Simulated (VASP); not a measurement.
The system is Ru.

```
Ru
1.0
     2.70580    0.00000    0.00000
    -1.35290    2.34329    0.00000
     0.00000    0.00000    4.28190
Ru
2
Cartesian
  0.0000 1.5622 1.0705
  1.3529 0.7811 3.2114
```

Program: VASP 6.6.1. Alike in all runs: task single point; no spin polarisation; cell as given; k mesh 10 × 10 × 6; cutoff (eV) 520; smearing methfessel-paxton 0.02 eV.

Q: Order these runs on this cell by their pressure, lowest first.
A. level RPBE; potentials or basis VASP PAW PBE potentials, release 64 (Ru_pv)
B. level LDA; potentials or basis VASP PAW LDA potentials, release 64 (Ru_pv)
C. level PBEsol; potentials or basis VASP PAW PBE potentials, release 64 (Ru_pv)
D. level r2SCAN; potentials or basis VASP PAW PBE potentials, release 64 (Ru_pv)

A: B (-11.4 GPa), C (-6.3 GPa), D (-0.5 GPa), A (8.9 GPa).

Caveats: the PAW data sets were made with another functional, which shifts forces and pressure a little (some runs).
